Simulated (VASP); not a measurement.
Set up this calculation in VASP 6.6.1, as the native input.

| Item | Value |
| --- | --- |
| Task | single point |
| Functional | PBE |
| Potentials or basis | VASP PAW PBE potentials, release 64 (Ga_d, As) |
| Cutoff | 520 eV |
| k mesh | 6 × 6 × 6 |
| Occupations | gaussian, width 0.1 eV |
| Spin | no spin polarisation |
| Dipole correction | no |
| Further INCAR settings | ALGO = Fast; EDIFF = 1e-07; NBANDS = 58 |

The structure of Ga7As lies in POSCAR:

```
Ga7As
1.0
    0.0000000000      4.2486592015      4.2486592015
    4.2486592015      0.0000000000      4.2486592015
    4.2486592015      4.2486592015      0.0000000000
Ga As
7 1
Direct
    0.5000000000      0.5000000000      0.5000000000
    0.0000000000      0.0000000000      0.5000000000
    0.5000000000      0.0000000000      0.5000000000
    0.0000000000      0.5000000000      0.5000000000
    0.5000000000      0.5000000000      0.0000000000
    0.0000000000      0.5000000000      0.0000000000
    0.5000000000      0.0000000000      0.0000000000
    0.0000000000      0.0000000000      0.0000000000
```

These files were run (other wordings do the same):

INCAR

```
PREC = Accurate
ENCUT = 520
EDIFF = 1E-7
ISMEAR = 0
SIGMA = 0.1
LREAL = F
LASPH = T
NELM = 100
ALGO = Fast
ISIF = 2
LWAVE = F
LCHARG = F
GGA = PE
NBANDS = 58
```

KPOINTS

```
Automatic mesh
0
Gamma
  6 6 6
```

Potentials or basis: VASP PAW PBE potentials, release 64 (Ga_d, As).

Launch:

```console
$ cat potpaw_PBE.64/Ga_d/POTCAR potpaw_PBE.64/As/POTCAR > POTCAR
$ mpirun -np 1 vasp_std > vasp.out
```

It gave:

```yaml
Pressure: 0.1 GPa
Band_gap_on_the_k_mesh: zero (band 48 reaches 6.36 eV, above the bottom of band 49 at 3.08 eV)
```

It took 100 s on 1 thread of Intel(R) Xeon(R) 6975P-C (Granite Rapids), with other jobs on the host, peak memory 0.36 GiB.
